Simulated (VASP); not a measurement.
# V (Im-3m) in VASP: a series of runs, part 2 of 2

VASP 6.6.1. The steps go on from the part before.

### 3 Single point, PBE

The input, INCAR:

```
SYSTEM = V
ALGO     = Normal         ! electronic algorithm
EDIFF    = 1E-6           ! SCF threshold, eV
ENCUT    = 520            ! plane-wave cutoff, eV
GGA      = PE             ! functional
ISIF     = 2              ! what is computed and relaxed
ISMEAR   = 1              ! smearing method
LASPH    = .TRUE.         ! aspherical terms in the spheres
LCHARG   = .FALSE.        ! write CHGCAR
LREAL    = .FALSE.        ! projectors in reciprocal space
LWAVE    = .FALSE.        ! write WAVECAR
NBANDS   = 12             ! bands
NELM     = 60             ! most SCF steps
PREC     = Accurate       ! precision mode
SIGMA    = 0.01           ! smearing width, eV
```

The input, KPOINTS:

```
k-points
0
G
  15 15 15
  0 0 0
```

The input, POSCAR:

```
V
1.0
   -1.4991761207      1.4991761207      1.4991761207
    1.4991761207     -1.4991761207      1.4991761207
    1.4991761207      1.4991761207     -1.4991761207
V
1
Direct
    0.0000000000      0.0000000000      0.0000000000
```

Potentials or basis: VASP PAW PBE potentials, release 64 (V_sv).

Started as:

```
$ cat potpaw_PBE.64/V_sv/POTCAR > POTCAR
$ mpirun -np 1 vasp_std > vasp.out
```

Run time: 23 s. Hardware: 1 thread of Intel Xeon 8259CL, shared host; peak memory 0.13 GiB.

It converged, with:

```
Free energy : -8.9949 eV
Pressure    : -0.3 GPa
```

Levels at points of the mesh, in eV from the Fermi level:
| k point | band 2 | band 3 | band 4 | band 5 | band 6 | band 7 | band 8 | band 9 | band 10 | band 11 |
| --- | --- | --- | --- | --- | --- | --- | --- | --- | --- | --- |
| (0.00, 0.00, 0.00) | -37.00 | -37.00 | -37.00 | -6.57 | 0.43 | 0.43 | 0.43 | 2.44 | 2.44 | 20.50 |

### 4 Single point, PBE

The input, INCAR:

```
SYSTEM = V
  PREC = Accurate
  ENCUT = 520
  EDIFF = 1E-6
  ISMEAR = 1
  SIGMA = 0.03
  LREAL = .False.
  LASPH = .True.
  NELM = 80
  ALGO = Normal
  ISIF = 2
  LWAVE = .False.
  LCHARG = .False.
  GGA = PE
  NBANDS = 12
```

The input, KPOINTS:

```
regular mesh
0
Gamma
  15 15 15
  0 0 0
```

POSCAR is that of step 3.

Potentials or basis: VASP PAW PBE potentials, release 64 (V_sv).

Started as:

```
$ cat potpaw_PBE.64/V_sv/POTCAR > POTCAR
$ mpirun -np 1 vasp_std > vasp.out
```

OUTCAR:

```text
SYSTEM = V
   PREC = Accurate
   ENCUT = 520
   EDIFF = 1E-6
   ISMEAR = 1
   LREAL = .False.
   LASPH = .True.
   NELM = 80
   ISIF = 2
   GGA = PE

 ion  position               nearest neighbor table
   1  0.000  0.000  0.000-

  LATTYP: Found a body centered cubic cell.
 ALAT       =     2.9983522414

  Lattice vectors:
[... 536 lines left out ...]
      6       8.6328      2.00000
      7       9.6193      2.01430
      8      12.0675      0.00000
      9      12.6968      0.00000
     10      16.0838      0.00000
     11      19.7297      0.00000
     12      23.0795      0.00000

 [... further k-points ...]

------------------------ aborting loop because EDIFF is reached ----------------------------------------

  FORCE on cell =-STRESS in cart. coord.  units (eV):
  Direction    XX          YY          ZZ          XY          YZ          ZX
  --------------------------------------------------------------------------------------
  -------------------------------------------------------------------------------------
  Total       -0.0296398     -0.0296398     -0.0296398     -0.0000000      0.0000000     -0.0000000
  in kB       -3.5234473     -3.5234473     -3.5234473     -0.0000000      0.0000000     -0.0000000
  external PRESSURE =      -3.5234473 kB  Pullay stress =       0.0000000 kB

 VOLUME and BASIS-vectors are now :
 -----------------------------------------------------------------------------
  energy-cutoff  :      520.00
  volume of cell :       13.48
      direct lattice vectors                 reciprocal lattice vectors
    -1.499176121  1.499176121  1.499176121     0.000000000  0.333516518  0.333516518
     1.499176121 -1.499176121  1.499176121     0.333516518  0.000000000  0.333516518
     1.499176121  1.499176121 -1.499176121     0.333516518  0.333516518  0.000000000

 POSITION                                       TOTAL-FORCE (eV/Angst)
 -----------------------------------------------------------------------------------
      0.00000      0.00000      0.00000        -0.000000     -0.000000     -0.000000
 -----------------------------------------------------------------------------------
    total drift:                                0.000000     -0.000000      0.000000

  FREE ENERGIE OF THE ION-ELECTRON SYSTEM (eV)
  ---------------------------------------------------
  free  energy   TOTEN  =        -8.9949687840 eV

  energy  without entropy=       -8.9949036681  energy(sigma->0) =       -8.99494708
```

OSZICAR:

```text
N       E                     dE             d eps       ncg     rms          rms(c)
DAV:   1     0.932007790533E+02    0.93201E+02   -0.71295E+03  2888   0.119E+03
DAV:   2    -0.904986968436E+01   -0.10225E+03   -0.99187E+02  2936   0.334E+02
DAV:   3    -0.103780895076E+02   -0.13282E+01   -0.13255E+01  3188   0.443E+01
DAV:   4    -0.103848244700E+02   -0.67350E-02   -0.67349E-02  3088   0.336E+00
DAV:   5    -0.103849048134E+02   -0.80343E-04   -0.80345E-04  3136   0.347E-01    0.183E+01
DAV:   6    -0.901867405353E+01    0.13662E+01   -0.31647E+00  2996   0.297E+01    0.158E+00
DAV:   7    -0.900322805983E+01    0.15446E-01   -0.29726E-02  2972   0.228E+00    0.106E+00
DAV:   8    -0.899492453201E+01    0.83035E-02   -0.41514E-03  3140   0.975E-01    0.898E-02
DAV:   9    -0.899496393741E+01   -0.39405E-04   -0.15449E-04  2924   0.171E-01    0.265E-02
DAV:  10    -0.899496667025E+01   -0.27328E-05   -0.74344E-06  3052   0.282E-02    0.378E-03
DAV:  11    -0.899496860830E+01   -0.19380E-05   -0.11906E-07  1608   0.503E-03    0.426E-04
DAV:  12    -0.899496878397E+01   -0.17567E-06   -0.11759E-08  1464   0.173E-03
   1 F= -.89949688E+01 E0= -.89949471E+01  d E =-.651159E-04
```

stdout:

```text
POSCAR found type information on POSCAR V
 POSCAR found :  1 types and       1 ions
 scaLAPACK will be used
 LDA part: xc-table for (Slater+PW92), standard interpolation
 POSCAR, INCAR and KPOINTS ok, starting setup
 FFT: planning ... GRIDC
 FFT: planning ... GRID_SOFT
 FFT: planning ... GRID
 WAVECAR not read
 entering main loop
```

Wall time 24 s (1 thread of Intel Xeon 8259CL, shared host); peak memory 0.13 GiB.

What came out:

- Free energy: -8.9950 eV
- Pressure: -0.4 GPa

Levels at points of the mesh, in eV from the Fermi level:
| k point | band 3 | band 4 | band 5 | band 6 | band 7 | band 8 | band 9 | band 10 |
| --- | --- | --- | --- | --- | --- | --- | --- | --- |
| (0.00, 0.00, 0.00) | -37.00 | -37.00 | -6.57 | 0.43 | 0.43 | 0.43 | 2.44 | 2.44 |

### 5 Overview

| smearing | gap on the mesh (eV) | pressure (GPa) |
| --- | --- | --- |
| gaussian 1 eV | none | 4.5 |
| methfessel-paxton 0.01 eV | none | -0.3 |
| methfessel-paxton 0.03 eV | none | -0.4 |

Alike in all rows: task single point; level PBE; potentials or basis VASP PAW PBE potentials, release 64 (V_sv); no spin polarisation; cell as given; k mesh 15 × 15 × 15; cutoff (eV) 520.

Every run on the cell as given and a fine mesh finds a metal.

Total energies depend on the potentials used, so only differences within one code and one set of settings carry meaning.
